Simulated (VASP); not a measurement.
Wanted: the native input for a VASP 6.6.1 run.

- Task: single point
- Functional: PBEsol
- Potentials or basis: VASP PAW PBE potentials, release 64 (Te)
- Cutoff: 520 eV
- k mesh: 8 × 8 × 8
- Occupations: fermi-dirac, width 0.05 eV
- Spin: no spin polarisation
- Dipole correction: no
- Further INCAR settings: ALGO = Normal; EDIFF = 1e-06; NBANDS = 13

The structure of Te lies in POSCAR:

```
Te
1.0
    0.0000000000      3.3095529740      3.3095529740
    3.3095529740      0.0000000000      3.3095529740
    3.3095529740      3.3095529740      0.0000000000
Te
2
Direct
   -0.0875000000     -0.1375000000     -0.1375000000
    0.0875000000      0.1375000000      0.1375000000
```

This cell differs from its parent crystal: shortest bond scaled by 1.1.

One way to write it, as run:

INCAR

```
ALGO = Normal ; EDIFF = 1E-6
ENCUT = 520 ; GGA = PS
ISIF = 2 ; ISMEAR = -1
LASPH = T ; LCHARG = F
LREAL = F ; LWAVE = F
NBANDS = 13 ; NELM = 60
PREC = Accurate ; SIGMA = 0.05
```

KPOINTS

```
k-points
0
Gamma
  8 8 8
```

Potentials or basis: VASP PAW PBE potentials, release 64 (Te).

Run with:

```console
$ cat potpaw_PBE.64/Te/POTCAR > POTCAR
$ mpirun -np 1 vasp_std > vasp.out
```

It gave:

The pressure is 9.4 GPa, the largest force is 0.058 eV/Å and the band gap on the k mesh is zero (band 6 reaches 5.84 eV, above the bottom of band 7 at 4.99 eV).

Caveat: the cell differs from its parent crystal (shortest bond scaled by 1.1); the PAW data sets were made with another functional, which shifts forces and pressure a little; spin-orbit coupling is left out, which moves the levels of the heavy elements.

It took 37 s on 1 thread of Intel Xeon 6975P-C, with other jobs on the host, peak memory 0.23 GiB.
